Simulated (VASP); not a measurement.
# BN (pbesol) (F-43m) in VASP: further runs

BN (pbesol) is run at these levels: PBEsol; tasks: vibrations by perturbation theory.

Program: VASP 6.6.1. These are calculated values, not measurements. Logs are shortened: lines on timing, memory, paths and dates and some standing lists are left out, and cuts for length are marked.

### Step 1. The cell of the first run

Symmetry: F-43m, No. 216, cubic system. The conventional cell has a = 3.581 Å, b = 3.581 Å, c = 3.581 Å, α = 90.00°, β = 90.00°, γ = 90.00°. Within 2.1 Å of B (site symmetry -43m) lie 4 N at 1.55 Å. Within 2.1 Å of N (site symmetry -43m) lie 4 B at 1.55 Å.

### Step 2. Vibrations by perturbation theory, PBEsol (phonons at volume x 0.98)

INCAR reads:

```
SYSTEM = BN
ALGO     = Normal         ! electronic algorithm
EDIFF    = 1E-8           ! SCF threshold, eV
ENCUT    = 600            ! plane-wave cutoff, eV
GGA      = PS             ! functional
GGA_COMPAT= .False.      
IBRION   = 8              ! ionic algorithm
ISIF     = 2              ! what is computed and relaxed
ISMEAR   = 0              ! smearing method
LASPH    = .True.         ! aspherical terms in the spheres
LCHARG   = .True.         ! write CHGCAR
LEPSILON = .True.         ! dielectric tensor by DFPT
LREAL    = .False.        ! projectors in reciprocal space
LWAVE    = .False.        ! write WAVECAR
NBANDS   = 11             ! bands
NELM     = 120            ! most SCF steps
NSW      = 1              ! ionic steps
PREC     = Accurate       ! precision mode
SIGMA    = 0.01           ! smearing width, eV
```

KPOINTS reads:

```
k-points
0
Gamma
  12 12 12
  0 0 0
```

POSCAR reads:

```
BN
1.0
    0.0000000000      1.7907425701      1.7907425701
    1.7907425701      0.0000000000      1.7907425701
    1.7907425701      1.7907425701      0.0000000000
B N
1 1
Direct
    0.0000000000      0.0000000000      0.0000000000
    0.2500000000      0.2500000000      0.2500000000
```

Potentials or basis: VASP PAW PBE potentials, release 64 (B, N).

On the command line:

```bash
cat potpaw_PBE.64/B/POTCAR potpaw_PBE.64/N/POTCAR > POTCAR
mpirun -np 1 vasp_std > vasp.out
```

OUTCAR:

```text
SYSTEM = BN
   EDIFF = 1E-8
   ENCUT = 600
   GGA = PS
   IBRION = 8
   ISIF = 2
   ISMEAR = 0
   LASPH = .True.
   LEPSILON = .True.
   LREAL = .False.
   NELM = 120
   NSW = 1
   PREC = Accurate

 ion  position               nearest neighbor table
   1  0.000  0.000  0.000-   2 1.55   2 1.55   2 1.55   2 1.55
   2  0.250  0.250  0.250-   1 1.55   1 1.55   1 1.55   1 1.55

  LATTYP: Found a face centered cubic cell.
 ALAT       =     3.5814851402

  Lattice vectors:

 A1 = (   0.0000000000,   1.7907425701,   1.7907425701)
 A2 = (   1.7907425701,   0.0000000000,   1.7907425701)
 A3 = (   1.7907425701,   1.7907425701,   0.0000000000)

Analysis of symmetry for initial positions (statically):
=====================================================================
 Subroutine PRICEL returns:
 Original cell was already a primitive cell.

 Routine SETGRP: Setting up the symmetry group for a
 face centered cubic supercell.

 Subroutine GETGRP returns: Found 24 space group operations
 (whereof 24 operations were pure point group operations)
 out of a pool of 48 trial point group operations.

The static configuration has the point symmetry T_d .

Analysis of symmetry for dynamics (positions and initial velocities):
=====================================================================
 Subroutine PRICEL returns:
 Original cell was already a primitive cell.

 Routine SETGRP: Setting up the symmetry group for a
 face centered cubic supercell.

 Subroutine GETGRP returns: Found 24 space group operations
 (whereof 24 operations were pure point group operations)
 out of a pool of 48 trial point group operations.

The dynamic configuration has the point symmetry T_d .

 Subroutine INISYM returns: Found 24 space group operations
 (whereof 24 operations are pure point group operations),
 and found     1 'primitive' translations

[... 568 lines left out ...]
     0.00000 -3.58807  0.00859

 MACROSCOPIC STATIC DIELECTRIC TENSOR (including local field effects in DFT)
 ------------------------------------------------------
           4.611344     0.000000     0.000000
           0.000000     4.611344    -0.000000
           0.000000     0.000000     4.611344
 ------------------------------------------------------

 PIEZOELECTRIC TENSOR (including local field effects)  for field in x, y, z        (e  Angst)
          XX          YY          ZZ          XY          YZ          ZX
  --------------------------------------------------------------------------------
  x    -0.00000    -0.00000    -0.00000     0.00000    -0.73814     0.00000
  y     0.00000    -0.00000     0.00000     0.00000     0.00000    -0.73814
  z     0.00000    -0.00000    -0.00000    -0.73814     0.00000     0.00000

 PIEZOELECTRIC TENSOR (including local field effects)  for field in x, y, z        (C/m^2)
          XX          YY          ZZ          XY          YZ          ZX
  --------------------------------------------------------------------------------
  x    -0.00000    -0.00000    -0.00000     0.00000    -1.02972     0.00000
  y     0.00000    -0.00000     0.00000     0.00000     0.00000    -1.02972
  z     0.00000    -0.00000    -0.00000    -1.02972     0.00000     0.00000

 BORN EFFECTIVE CHARGES (including local field effects) (in |e|, cummulative output)
 ---------------------------------------------------------------------------------
 ion    1
    1     1.88908     0.00000     0.00000
    2    -0.00000     1.88908    -0.00000
    3     0.00000    -0.00000     1.88908
 ion    2
    1    -1.88908    -0.00000    -0.00000
    2     0.00000    -1.88908     0.00000
    3    -0.00000     0.00000    -1.88908

 INTERNAL STRAIN TENSOR FOR ION    2 for displacements in x,y,z  (eV/Angst):
          X           Y           Z          XY          YZ          ZX
  --------------------------------------------------------------------------------
  x    -0.00000     0.00000     0.00000     0.00000    -3.58807     0.00000
  y     0.00000    -0.00000     0.00000     0.00000     0.00000    -3.58807
  z     0.00000     0.00000    -0.00000    -3.58807     0.00000     0.00000

 SECOND DERIVATIVES (NOT SYMMETRIZED)
 ------------------------------------
               1X          1Y          1Z          2X          2Y          2Z
  1X   -25.984657    0.000000    0.000000   25.984657    0.000000    0.000000
  1Y     0.000000  -25.984657    0.000000    0.000000   25.984657    0.000000
  1Z     0.000000    0.000000  -25.984657    0.000000    0.000000   25.984657
  2X    25.982556    0.000000    0.000000  -25.982556    0.000000    0.000000
  2Y     0.000000   25.982556    0.000000    0.000000  -25.982556    0.000000
  2Z     0.000000    0.000000   25.982556    0.000000    0.000000  -25.982556

 Eigenvectors and eigenvalues of the dynamical matrix
 ----------------------------------------------------

   1 f  =   32.264133 THz   202.721525 2PiTHz 1076.215624 cm-1   133.433671 meV
             X         Y         Z           dx          dy          dz
      0.000000  0.000000  0.000000    -0.751201    0.000000    0.000000
      0.895371  0.895371  0.895371     0.660073    0.000000    0.000000
[... 21 lines left out ...]
   6 f/i=    0.000647 THz     0.004064 2PiTHz    0.021573 cm-1     0.002675 meV
             X         Y         Z           dx          dy          dz
      0.000000  0.000000  0.000000     0.000000    0.000000   -0.660073
      0.895371  0.895371  0.895371     0.000000    0.000000   -0.751201

--------------------------------------------------------------------------------------------------------

 MACROSCOPIC STATIC DIELECTRIC TENSOR IONIC CONTRIBUTION
 ------------------------------------------------------
           2.163895     0.000000     0.000000
           0.000000     2.163895    -0.000000
           0.000000    -0.000000     2.163895
 ------------------------------------------------------

 ELASTIC MODULI CONTR FROM IONIC RELAXATION (kBar)
 Direction    XX          YY          ZZ          XY          YZ          ZX
 --------------------------------------------------------------------------------
 XX          -0.0000      0.0000      0.0000      0.0000     -0.0000      0.0000
 YY           0.0000     -0.0000      0.0000      0.0000      0.0000     -0.0000
 ZZ           0.0000      0.0000     -0.0000     -0.0000      0.0000      0.0000
 XY           0.0000      0.0000     -0.0000    -65.6959      0.0000      0.0000
 YZ          -0.0000      0.0000      0.0000      0.0000    -65.6959      0.0000
 ZX           0.0000     -0.0000      0.0000      0.0000      0.0000    -65.6959
 --------------------------------------------------------------------------------

 PIEZOELECTRIC TENSOR IONIC CONTR  for field in x, y, z        (C/m^2)
          XX          YY          ZZ          XY          YZ          ZX
  --------------------------------------------------------------------------------
  x     0.00000     0.00000     0.00000     0.00000     0.35478     0.00000
  y    -0.00000     0.00000    -0.00000    -0.00000    -0.00000     0.35478
  z     0.00000    -0.00000     0.00000     0.35478     0.00000    -0.00000
```

It took 2.2 min on 1 thread of AMD EPYC 9R45 (Zen 5), shared host; peak memory 0.18 GiB.

Results:

```yaml
Electronic_dielectric_tensor_diagonal: 4.61
Born_charges_mean_of_the_diagonal: B +1.89; N -1.89 e
Highest_phonon_frequency_at_Γ_LO-TO_splitting_left_out: 1076 cm⁻¹
```

Phonon frequencies in cm⁻¹ (negative: imaginary):
```tsv
q point	frequencies
(0.000, 0.000, 0.000)	0 0 0 1076 1076 1076
```

Electronic dielectric tensor:
```
4.61 0.00 0.00
0.00 4.61 0.00
0.00 0.00 4.61
```

Born effective charge tensors (e):
atom 1, B
```
1.89 0.00 0.00
0.00 1.89 0.00
0.00 0.00 1.89
```
atom 2, N
```
-1.89  0.00  0.00
 0.00 -1.89  0.00
 0.00  0.00 -1.89
```

Caveat: the cell differs from its parent crystal (phonons at volume x 0.98); the cell wasn't relaxed at this level first, which shifts response properties.

### Step 3. Vibrations by perturbation theory, PBEsol (phonons at volume x 1.02)

INCAR reads:

```
SYSTEM = BN
ALGO = Normal
EDIFF = 1E-8
ENCUT = 600
GGA = PS
GGA_COMPAT = .FALSE.
IBRION = 8
ISIF = 2
ISMEAR = 0
LASPH = .TRUE.
LCHARG = .FALSE.
LEPSILON = .TRUE.
LREAL = .FALSE.
LWAVE = .FALSE.
NBANDS = 11
NELM = 120
NSW = 1
PREC = Accurate
SIGMA = 0.01
```

KPOINTS reads:

```
k-points
0
G
  12 12 12
  0 0 0
```

POSCAR reads:

```
BN
1.0
    0.0000000000      1.8147822517      1.8147822517
    1.8147822517      0.0000000000      1.8147822517
    1.8147822517      1.8147822517      0.0000000000
B N
1 1
Direct
    0.0000000000      0.0000000000      0.0000000000
    0.2500000000      0.2500000000      0.2500000000
```

Potentials or basis: VASP PAW PBE potentials, release 64 (B, N).

On the command line:

```bash
cat potpaw_PBE.64/B/POTCAR potpaw_PBE.64/N/POTCAR > POTCAR
mpirun -np 1 vasp_std > vasp.out
```

OUTCAR:

```text
SYSTEM = BN
   EDIFF = 1E-8
   ENCUT = 600
   GGA = PS
   IBRION = 8
   ISIF = 2
   ISMEAR = 0
   LASPH = .TRUE.
   LEPSILON = .TRUE.
   LREAL = .FALSE.
   NELM = 120
   NSW = 1
   PREC = Accurate

 ion  position               nearest neighbor table
   1  0.000  0.000  0.000-   2 1.57   2 1.57   2 1.57   2 1.57
   2  0.250  0.250  0.250-   1 1.57   1 1.57   1 1.57   1 1.57
[... 667 lines left out ...]
      0.000000  0.000000  0.000000    -0.442502   -0.606985   -0.000000
      0.907391  0.907391  0.907391     0.388874    0.533422   -0.000000
[... 21 lines left out ...]
   6 f/i=    0.001399 THz     0.008789 2PiTHz    0.046658 cm-1     0.005785 meV
             X         Y         Z           dx          dy          dz
      0.000000  0.000000  0.000000     0.639160    0.118457    0.114909
      0.907391  0.907391  0.907391     0.727305    0.134793    0.130756

--------------------------------------------------------------------------------------------------------

 MACROSCOPIC STATIC DIELECTRIC TENSOR IONIC CONTRIBUTION
 ------------------------------------------------------
           2.339050     0.000000     0.000000
           0.000000     2.339050    -0.000000
           0.000000    -0.000000     2.339050
 ------------------------------------------------------

 ELASTIC MODULI CONTR FROM IONIC RELAXATION (kBar)
 Direction    XX          YY          ZZ          XY          YZ          ZX
 --------------------------------------------------------------------------------
 XX          -0.0000     -0.0000     -0.0000     -0.0000     -0.0000      0.0000
 YY          -0.0000     -0.0000      0.0000     -0.0000     -0.0000     -0.0000
 ZZ          -0.0000      0.0000     -0.0000     -0.0000     -0.0000      0.0000
 XY          -0.0000     -0.0000     -0.0000    -12.9224     -0.0000      0.0000
 YZ          -0.0000     -0.0000     -0.0000     -0.0000    -12.9224     -0.0000
 ZX           0.0000     -0.0000      0.0000      0.0000     -0.0000    -12.9224
 --------------------------------------------------------------------------------

 PIEZOELECTRIC TENSOR IONIC CONTR  for field in x, y, z        (C/m^2)
          XX          YY          ZZ          XY          YZ          ZX
  --------------------------------------------------------------------------------
  x     0.00000     0.00000     0.00000     0.00000     0.16359     0.00000
  y    -0.00000     0.00000    -0.00000    -0.00000     0.00000     0.16359
  z     0.00000     0.00000     0.00000     0.16359     0.00000    -0.00000
```

OSZICAR:

```text
N       E                     dE             d eps       ncg     rms          rms(c)
DAV:   1     0.133963628638E+02    0.13396E+02   -0.53849E+03  1600   0.813E+02
DAV:   2    -0.186262752454E+02   -0.32023E+02   -0.31036E+02  1907   0.187E+02
[... 133 lines left out ...]
RMM:   5    -0.228924023492E+00   -0.39593E-04   -0.28457E-06 10428   0.245E-02    0.116E-03
RMM:   6    -0.228931708620E+00   -0.76851E-05    0.98490E-07 10247   0.120E-03    0.543E-04
RMM:   7    -0.228927933307E+00    0.37753E-05    0.41456E-07 10559   0.487E-04    0.500E-05
RMM:   8    -0.228927909421E+00    0.23886E-07    0.19884E-09 10602   0.293E-05    0.247E-05
RMM:   9    -0.228927811869E+00    0.97553E-07   -0.92635E-09 10717   0.257E-05    0.231E-06
RMM:  10    -0.228927822652E+00   -0.10784E-07   -0.14809E-10  9667   0.172E-06    0.574E-07
RMM:  11    -0.228927822657E+00   -0.53498E-11    0.17305E-10  7529   0.940E-07    0.463E-08
 Linear response finished
```

stdout:

```text
POSCAR found type information on POSCAR B N
 POSCAR found :  2 types and       2 ions
 scaLAPACK will be used
 -----------------------------------------------------------------------------
|                                                                             |
|                                                                             |
[... 39 lines left out ...]
 first order change of Fermi-energy   0.73519E+00
 force on displaced ion       1 direction 1 : -23.568   0.000   0.000
 Born effective charge ion    1 direction 1 :   1.909   0.000   0.000
 Linear response progress:
 first order change of Fermi-energy  -0.73499E+00
 force on displaced ion       2 direction 1 : -23.572  -0.000  -0.000
 Born effective charge ion    2 direction 1 :  -1.908   0.000   0.000
 Born effective charges drift removed
 Linear response finished
```

Wall time 3.3 min (1 thread of AMD EPYC 9R45 (Zen 5), shared host); peak memory 0.2 GiB.

Results:

| Quantity | Value |
| --- | --- |
| Electronic dielectric tensor (diagonal) | 4.65 |
| Born charges (mean of the diagonal) | B +1.91; N -1.91 e |
| Highest phonon frequency at Γ, LO-TO splitting left out | 1025 cm⁻¹ |

Phonon frequencies in cm⁻¹ (negative: imaginary):
```
              q point           frequencies
(0.000, 0.000, 0.000)  0 0 0 1025 1025 1025
```

Electronic dielectric tensor:
```
4.65 0.00 0.00
0.00 4.65 0.00
0.00 0.00 4.65
```

Born effective charge tensors (e):
atom 1, B
```
1.91 0.00 0.00
0.00 1.91 0.00
0.00 0.00 1.91
```
atom 2, N
```
-1.91  0.00  0.00
 0.00 -1.91  0.00
 0.00  0.00 -1.91
```

Caveat: the cell differs from its parent crystal (phonons at volume x 1.02); the cell wasn't relaxed at this level first, which shifts response properties.
